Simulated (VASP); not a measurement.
The system is Ga3BAs2.

```
Ga B As
1.0
     6.53808    0.00000    0.00000
    -3.26904    5.66214    0.00000
     0.00000    0.00000    3.68078
Ga B As
3 1 2
Direct
  0.50000 0.00000 0.50000
  0.50000 0.50000 0.50000
  0.00000 0.50000 0.50000
  0.00000 0.00000 0.00000
  0.33333 0.66667 0.00000
  0.66667 0.33333 0.00000
```

The cell was generated, and may not be a known phase.

| Quantity | Value |
| --- | --- |
| Program | VASP 6.6.1 |
| Task | relaxation of cell and atoms |
| Functional | PBE |
| Potentials or basis | VASP PAW PBE potentials, release 64 (Ga_d, B, As) |
| Cutoff | 600 eV |
| k mesh | 6 × 6 × 10 |
| Occupations | gaussian, width 0.1 eV |
| Spin | no spin polarisation |

At the start: pressure 0.2 GPa; volume 22.71 Å³/atom.

Question: How do energy, volume and symmetry change on relaxing?

Answer: Over 5 steps the energy falls by 3.8 meV/atom and the volume is 22.52 Å³/atom (-0.8 %); space group P6/mmm (No. 191, to 0.1 Å) before and after.

The path:
| step | energy change (eV) | largest force (eV/Å) | pressure (GPa) | volume (Å³) |
| --- | --- | --- | --- | --- |
| 1 | 0.0000 | 0.0000 | 0.23 | 136.26 |
| 2 | -0.0083 | 0.0000 | -0.09 | 136.90 |
| 3 | -0.0141 | 0.0000 | -0.64 | 138.00 |
| 4 | -0.0198 | 0.0000 | -0.38 | 136.77 |
| 5 | -0.0228 | 0.0000 | -0.06 | 135.12 |

Final structure:
```
Ga B As
1.0
     6.40412    0.00000    0.00000
    -3.20206    5.54613    0.00000
     0.00000    0.00000    3.80420
Ga B As
3 1 2
Direct
  0.50000 0.00000 0.50000
  0.50000 0.50000 0.50000
  0.00000 0.50000 0.50000
  0.00000 0.00000 0.00000
  0.33333 0.66667 0.00000
  0.66667 0.33333 0.00000
```
